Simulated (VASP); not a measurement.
# NiO (Fm-3m) in VASP: notebook

The runs below take NiO through single point, relaxation of cell and atoms, with revPBE+D4.

Program: VASP 6.6.1. These are calculated values, not measurements. Logs are shortened: lines on timing, memory, paths and dates and some standing lists are left out, and cuts for length are marked.

**What was measured.**

“Local correlations, non-local screening, multiplets, and band formation in NiO”, 2012, arxiv:1210.6675 quotes, for a bulk crystal of NiO: band gap 4.3 eV.

The results are compared with them further down.

**1. The cell of the first run**

It takes space group Fm-3m (No. 225, cubic). The conventional cell has a = 4.192 Å, b = 4.192 Å, c = 4.192 Å, α = 90.00°, β = 90.00°, γ = 90.00°. Ni (site symmetry m-3m) has 6 O at 2.10 Å within 2.8 Å. O (site symmetry m-3m) has 6 Ni at 2.10 Å within 2.8 Å.

**2. Single point, revPBE+D4, collinear spin, ferromagnetic start**

File INCAR:

```
PREC = Accurate
ENCUT = 520
EDIFF = 1E-7
ISMEAR = -1
SIGMA = 0.05
LREAL = F
LASPH = T
NELM = 150
ALGO = Normal
ISIF = 2
LWAVE = F
LCHARG = T
ISPIN = 2
MAGMOM = 1 0
LORBIT = 11
LMAXMIX = 4
GGA = RE
IVDW = 13
LELF = T
LVHAR = T
NBANDS = 19
```

File KPOINTS:

```
regular mesh
0
Gamma
  11 11 11
```

File POSCAR:

```
NiO
1.0
    0.0000000000      2.0958102478      2.0958102478
    2.0958102478      0.0000000000      2.0958102478
    2.0958102478      2.0958102478      0.0000000000
Ni O
1 1
Direct
    0.0000000000      0.0000000000      0.0000000000
    0.5000000000      0.5000000000      0.5000000000
```

Potentials or basis: VASP PAW PBE potentials, release 64 (Ni, O).

Started as:

```console
$ cat potpaw_PBE.64/Ni/POTCAR potpaw_PBE.64/O/POTCAR > POTCAR
$ mpirun -np 1 vasp_std > vasp.out
```

OUTCAR:

```text
PREC = Accurate
   ENCUT = 520
   EDIFF = 1E-7
   ISMEAR = -1
   LREAL = F
   LASPH = T
   NELM = 150
   ISIF = 2
   ISPIN = 2
   LORBIT = 11
   GGA = RE
   IVDW = 13

 ion  position               nearest neighbor table
   1  0.000  0.000  0.000-   2 2.10   2 2.10   2 2.10   2 2.10   2 2.10   2 2.10
   2  0.500  0.500  0.500-   1 2.10   1 2.10   1 2.10   1 2.10   1 2.10   1 2.10

  LATTYP: Found a face centered cubic cell.
 ALAT       =     4.1916204956

  Lattice vectors:

 A1 = (   0.0000000000,   2.0958102478,   2.0958102478)
 A2 = (   2.0958102478,   0.0000000000,   2.0958102478)
 A3 = (   2.0958102478,   2.0958102478,   0.0000000000)

Analysis of symmetry for initial positions (statically):
=====================================================================
 Subroutine PRICEL returns:
 Original cell was already a primitive cell.

 Routine SETGRP: Setting up the symmetry group for a
 face centered cubic supercell.

 Subroutine GETGRP returns: Found 48 space group operations
 (whereof 48 operations were pure point group operations)
 out of a pool of 48 trial point group operations.

The static configuration has the point symmetry O_h .

Analysis of symmetry for dynamics (positions and initial velocities):
=====================================================================
 Subroutine PRICEL returns:
 Original cell was already a primitive cell.

 Routine SETGRP: Setting up the symmetry group for a
 face centered cubic supercell.

 Subroutine GETGRP returns: Found 48 space group operations
 (whereof 48 operations were pure point group operations)
 out of a pool of 48 trial point group operations.

The dynamic configuration has the point symmetry O_h .

Analysis of structural, dynamic, and magnetic symmetry:
=====================================================================
 Subroutine PRICEL returns:
 Original cell was already a primitive cell.

 Routine SETGRP: Setting up the symmetry group for a
 face centered cubic supercell.

 Subroutine GETGRP returns: Found 48 space group operations
 (whereof 48 operations were pure point group operations)
 out of a pool of 48 trial point group operations.

The overall configuration has the point symmetry O_h .

 Subroutine INISYM returns: Found 48 space group operations
 (whereof 48 operations are pure point group operations),
 and found     1 'primitive' translations

----------------------------------------------------------------------------------------

                                     Primitive cell

  volume of cell :      18.4114

  direct lattice vectors                    reciprocal lattice vectors
     0.000000000  2.095810248  2.095810248    -0.238571216  0.238571216  0.238571216
     2.095810248  0.000000000  2.095810248     0.238571216 -0.238571216  0.238571216
     2.095810248  2.095810248  0.000000000     0.238571216  0.238571216 -0.238571216

  length of vectors
     2.963923277  2.963923277  2.963923277     0.413217468  0.413217468  0.413217468

  position of ions in fractional coordinates (direct lattice)
     0.000000000  0.000000000  0.000000000
     0.500000000  0.500000000  0.500000000

  ion indices of the primitive-cell ions
   primitive index   ion index
                 1           1
                 2           2

----------------------------------------------------------------------------------------

 KPOINTS: regular mesh

Automatic generation of k-mesh.
 Grid dimensions read from file:
 generate k-points for:   11   11   11

 Generating k-lattice:

  Cartesian coordinates                     Fractional coordinates (reciprocal lattice)
    -0.021688292  0.021688292  0.021688292     0.090909091  0.000000000  0.000000000
     0.021688292 -0.021688292  0.021688292     0.000000000  0.090909091  0.000000000
     0.021688292  0.021688292 -0.021688292     0.000000000  0.000000000  0.090909091

  Length of vectors
     0.037565224  0.037565224  0.037565224

  Shift w.r.t. Gamma in fractional coordinates (k-lattice)
     0.000000000  0.000000000  0.000000000

 Subroutine IBZKPT returns following result:
 ===========================================

 Found     56 irreducible k-points:

 Following reciprocal coordinates:
            Coordinates               Weight
  0.000000  0.000000  0.000000      1.000000
  0.090909  0.000000  0.000000      8.000000
  0.181818  0.000000  0.000000      8.000000
  0.272727  0.000000  0.000000      8.000000
  0.363636  0.000000  0.000000      8.000000
  0.454545  0.000000  0.000000      8.000000
[... 16 lines left out ...]
 -0.272727  0.181818  0.000000     24.000000
 -0.181818  0.181818  0.000000     12.000000
 [... further k-points ...]
   k-points           NKPTS =     56   k-points in BZ     NKDIM =     56   number of bands    NBANDS=     19
   number of dos      NEDOS =    301   number of ions     NIONS =      2
   total plane-waves  NPLWV =  13824
   dimension x,y,z NGX =    24 NGY =   24 NGZ =   24
   dimension x,y,z NGXF=    48 NGYF=   48 NGZF=   48
   ions per type =               1   1
   NGX,Y,Z   is equivalent  to a cutoff of  13.46, 13.46, 13.46 a.u.
   NGXF,Y,Z  is equivalent  to a cutoff of  26.92, 26.92, 26.92 a.u.
 SYSTEM =  unknown system
   PREC   = accura    normal or accurate (medium, high low for compatibility)
   ISTART =      0    job   : 0-new  1-cont  2-samecut
   ICHARG =      2    charge: 1-file 2-atom 10-const
   ISPIN  =      2    spin polarized calculation?
   LNONCOLLINEAR =      F non collinear calculations
   LSORBIT =      F    spin-orbit coupling
   LASPH  =      T    aspherical Exc in radial PAW
   ENCUT  =  520.0 eV  38.22 Ry    6.18 a.u.   5.51  5.51  5.51*2*pi/ulx,y,z
   NELM   =    150;   NELMIN=  2; NELMDL= -5     # of ELM steps
   EDIFF  = 0.1E-06   stopping-criterion for ELM
   LREAL  =      F    real-space projection
   EDIFFG = 0.1E-05   stopping-criterion for IOM
   NSW    =      0    number of steps for IOM
   IBRION =     -1    ionic relax: 0-MD 1-quasi-New 2-CG
   NFREE  =      0    steps in history (QN), initial steepest desc. (CG)
   ISIF   =      2    stress and relaxation
   ISYM   =      2    0-nonsym 1-usesym 2-fastsym
   POTIM  = 0.5000    time-step for ionic-motion
   TEBEG  =    0.0;   TEEND  =   0.0 temperature during run
   PSTRESS=    0.0 pullay stress
   NELECT =      16.0000    total number of electrons
   NUPDOWN=      -1.0000    fix difference up-down
   EMIN   =  10.00;   EMAX   =-10.00  energy-range for DOS
   EFERMI =   0.00;   METHOD = LEGACY
   ISMEAR =    -1;   SIGMA  =   0.05  broadening in eV -4-tet -1-fermi 0-gaus
   EFERMI_NEDOS =   21; number of points for ismear=-14 and -15
   IALGO  =     38    algorithm
   IMIX   =      4    mixing-type and parameters
     AMIX     =   0.40;   BMIX     =  1.00
     AMIX_MAG =   1.60;   BMIX_MAG =  1.00
  volume/ion in A,a.u.               =       9.21        62.12
  Fermi-wavevector in a.u.,A,eV,Ry     =   1.562258  2.952240 33.207077  2.440651
  Thomas-Fermi vector in A             =   2.665203
   LORBIT       =     11    0 simple, 1 ext, 2 COOP (PROOUT), +10 PAW based schemes
   GGA     = RE    functional components
   LHFCALC =     F    Hartree Fock is set to
   AEXX    =    0.0000 exact exchange contribution
   IVDW    =    13    specifies the selected vdW correction
   LEPSILON=     F    determine dielectric tensor
   LRPA    =     F    only Hartree local field effects (RPA)
 spin polarized calculation
  energy-cutoff  :      520.00
  volume of cell :       18.41
 maximum number of plane-waves:       531
 NGX is ok and might be reduce to    24
   NGX = 11   NGY = 11   NGZ = 11

 number of electron      16.0000008 magnetization       1.8046505

 Free energy of the ion-electron system (eV)
  ---------------------------------------------------
  ext. energy  EPLUGINS =         0.00000000
  ---------------------------------------------------
  free energy    TOTEN  =       -10.73570019 eV

  energy without entropy =      -10.72718725  energy(sigma->0) =      -10.73144372

 E-fermi :   7.8521     XC(G=0): -12.4820

 val. band max:        7.8069269025   @ k =   0.4545   0.0909   0.0000
 cond. band min:       7.8527898636   @ k =  -0.2727   0.2727   0.0000
 fundamental gap:      0.0458629611
 Fermi energy:         7.8520675937

 spin component 1

 k-point     1 :       0.0000    0.0000    0.0000
  band No.  band energies     occupation
      1     -12.4490      1.00000
      2       4.6565      1.00000
      3       4.6565      1.00000
      4       4.9293      1.00000
      5       4.9293      1.00000
      6       4.9293      1.00000
[... 11 lines left out ...]
     18      33.6700      0.00000
     19      33.6700      0.00000
[... 485 lines left out ...]
 k-point    24 :      -0.1818    0.1818    0.0000
  band No.  band energies     occupation
      1     -11.6500      1.00000
      2       1.3377      1.00000
      3       2.4041      1.00000
      4       3.1090      1.00000
      5       5.2474      1.00000
      6       5.4977      1.00000
[... 11 lines left out ...]
     18      38.6233      0.00000
     19      39.7617      0.00000

 [... further k-points ...]

 spin component 2

 k-point     1 :       0.0000    0.0000    0.0000
  band No.  band energies     occupation
      1     -11.9939      1.00000
      2       5.4619      1.00000
      3       5.4619      1.00000
      4       5.4619      1.00000
      5       6.0125      1.00000
      6       6.0126      1.00000
[... 11 lines left out ...]
     18      34.2716      0.00000
     19      34.2718      0.00000
[... 485 lines left out ...]
 k-point    24 :      -0.1818    0.1818    0.0000
  band No.  band energies     occupation
      1     -11.1643      1.00000
      2       1.9260      1.00000
      3       3.6352      1.00000
      4       3.6852      1.00000
      5       6.3607      1.00000
      6       6.9080      1.00000
[... 11 lines left out ...]
     18      39.0411      0.00000
     19      39.9720      0.00000

 [... further k-points ...]

------------------------ aborting loop because EDIFF is reached ----------------------------------------

  DFT-D4 for vdW energy calculation

  Edisp (eV):   -1.18930

  FORCE on cell =-STRESS in cart. coord.  units (eV):
  Direction    XX          YY          ZZ          XY          YZ          ZX
  --------------------------------------------------------------------------------------
  -------------------------------------------------------------------------------------
  Total      -0.06344    -0.06344    -0.06344    -0.00000     0.00000    -0.00000
  in kB      -5.52047    -5.52047    -5.52047    -0.00000     0.00000    -0.00000
  external pressure =       -5.52 kB  Pullay stress =        0.00 kB

 VOLUME and BASIS-vectors are now :
 -----------------------------------------------------------------------------
  energy-cutoff  :      520.00
  volume of cell :       18.41
      direct lattice vectors                 reciprocal lattice vectors
     0.000000000  2.095810248  2.095810248    -0.238571216  0.238571216  0.238571216
     2.095810248  0.000000000  2.095810248     0.238571216 -0.238571216  0.238571216
     2.095810248  2.095810248  0.000000000     0.238571216  0.238571216 -0.238571216

 POSITION                                       TOTAL-FORCE (eV/Angst)
 -----------------------------------------------------------------------------------
      0.00000      0.00000      0.00000         0.000000      0.000000      0.000000
      2.09581      2.09581      2.09581        -0.000000     -0.000000     -0.000000
 -----------------------------------------------------------------------------------
    total drift:                                0.000000     -0.000000     -0.000000

  FREE ENERGIE OF THE ION-ELECTRON SYSTEM (eV)
  ---------------------------------------------------
  free  energy   TOTEN  =       -11.9249955564 eV

  energy  without entropy=      -11.9164826234  energy(sigma->0) =      -11.92073909

 total charge

# of ion       s       p       d       tot
------------------------------------------
    1        0.327   0.395   8.227   8.950
    2        1.560   3.430   0.000   4.990
--------------------------------------------------
tot          1.886   3.825   8.227  13.939

 magnetization (x)

# of ion       s       p       d       tot
------------------------------------------
    1        0.011   0.014   1.459   1.484
    2        0.028   0.249   0.000   0.277
--------------------------------------------------
tot          0.039   0.264   1.459   1.761
```

Run time: 34 s. Hardware: 1 thread of Intel Xeon Platinum 8488C (Sapphire Rapids), shared host; peak memory 0.17 GiB.

Results:

| Quantity | Value |
| --- | --- |
| Free energy | -11.9250 eV |
| Pressure | -0.6 GPa |
| Net moment | 1.80 μB per cell |
| Site moments | Ni +1.48; O +0.28 μB |
| Valence electrons inside the program's atomic spheres | Ni 8.95; O 4.99 |
| Dispersion energy per atom | -0.595 eV |

Levels at points of the mesh, in eV from the Fermi level:
Spin up:
```
           k point  band 6  band 7  band 8  band 9  band 10  band 11  band 12  band 13
(0.00, 0.00, 0.00)   -2.92   -2.67   -2.67   -2.67     1.52    17.88    18.87    18.87
```
Spin down:
| k point | band 5 | band 6 | band 7 | band 8 | band 9 | band 10 |
| --- | --- | --- | --- | --- | --- | --- |
| (0.00, 0.00, 0.00) | -1.84 | -1.84 | -1.84 | -0.50 | -0.50 | 1.87 |

Caveat: the PAW data sets were made with another functional, which shifts forces and pressure a little; a cell with one magnetic atom can't hold antiferromagnetic order, which such compounds often take; semilocal functionals often make such compounds metallic where correlation or magnetic order opens a gap, which also shifts bond lengths.

[end of part 1 of 2]
